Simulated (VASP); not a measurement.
Si:

```
Si
1.0
     0.00000    2.70851    2.70851
     2.70851    0.00000    2.70851
     2.70851    2.70851    0.00000
Si
2
Direct
  0.00000 0.00000 0.00000
  0.25000 0.25000 0.25000
```

This cell differs from its parent crystal: strain -0.5%.

Base run:

| Item | Value |
| --- | --- |
| Program | VASP 6.6.1 |
| Functional | HSE06 |
| Potentials or basis | VASP PAW PBE potentials, release 64 (Si) |
| Cutoff | 520 eV |
| k mesh | 6 × 6 × 6 |
| Occupations | gaussian, width 0.01 eV |
| Spin | no spin polarisation |

Its results: band gap on the k mesh 1.28 eV, indirect (least direct gap 3.33 eV); pressure 1.0 GPa.

The run is repeated on the same cell with these changes: functional from HSE06 to PBE; cutoff from 520 eV to 500 eV; k mesh from 6 × 6 × 6 to 4 × 4 × 4. What comes out?

Band gap on the k mesh 0.68 eV, indirect (least direct gap 2.55 eV); pressure 3.4 GPa.

Several settings changed at once, so the effect can't be laid on one alone.

Caveats: some runs use coarse meshes; the PAW data sets were made with another functional, which shifts forces and pressure a little (some runs).

A k mesh can miss the band edges.
